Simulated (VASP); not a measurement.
Write the native input for VASP 6.6.1 that does the following.

| Quantity | Value |
| --- | --- |
| Task | single point |
| Functional | LDA |
| Potentials or basis | VASP PAW LDA potentials, release 64 (Sn_d, Te) |
| Cutoff | 520 eV |
| k mesh | 5 × 5 × 5 |
| Occupations | gaussian, width 0.01 eV |
| Spin | non-collinear spin, zero start, spin-orbit coupling |
| Starting moments | [[0.0, 0.0, 0.0], [0.0, 0.0, 0.0]] μB |
| Dipole correction | no |
| Further INCAR settings | ALGO = Normal; EDIFF = 1e-07; NBANDS = 32 |

The structure of SnTe lies in POSCAR:

```
SnTe
1.0
    0.0000000000      3.6111460000      3.6111460000
    3.6111460000      0.0000000000      3.6111460000
    3.6111460000      3.6111460000      0.0000000000
Sn Te
1 1
Direct
    0.0000000000      0.0000000000      0.0000000000
    0.7500000000      0.7500000000      0.7500000000
```

The input as run:

INCAR

```
PREC = Accurate
ENCUT = 520
EDIFF = 1E-7
ISMEAR = 0
SIGMA = 0.01
LREAL = False
LASPH = True
NELM = 150
ALGO = Normal
ISIF = 2
LWAVE = False
LCHARG = True
MAGMOM = 0 0 0 0 0 0
LORBIT = 11
LSORBIT = True
GGA_COMPAT = False
LORBMOM = True
GGA = CA
LVHAR = True
NBANDS = 32
```

KPOINTS

```
regular mesh
0
Gamma
  5 5 5
```

Potentials or basis: VASP PAW LDA potentials, release 64 (Sn_d, Te).

Command:

```bash
$ cat potpaw_LDA.64/Sn_d/POTCAR potpaw_LDA.64/Te/POTCAR > POTCAR
$ mpirun -np 1 vasp_ncl > vasp.out
```

It gave:

```
Pressure                                              : -2.1 GPa
Net moment                                            : 0.00 μB per cell
Valence electrons inside the program's atomic spheres : Sn 12.07; Te 3.36
```

Run time: 110 s on 1 thread of Intel(R) Xeon(R) Platinum 8488C (Sapphire Rapids), with other jobs on the host, peak memory 0.4 GiB.
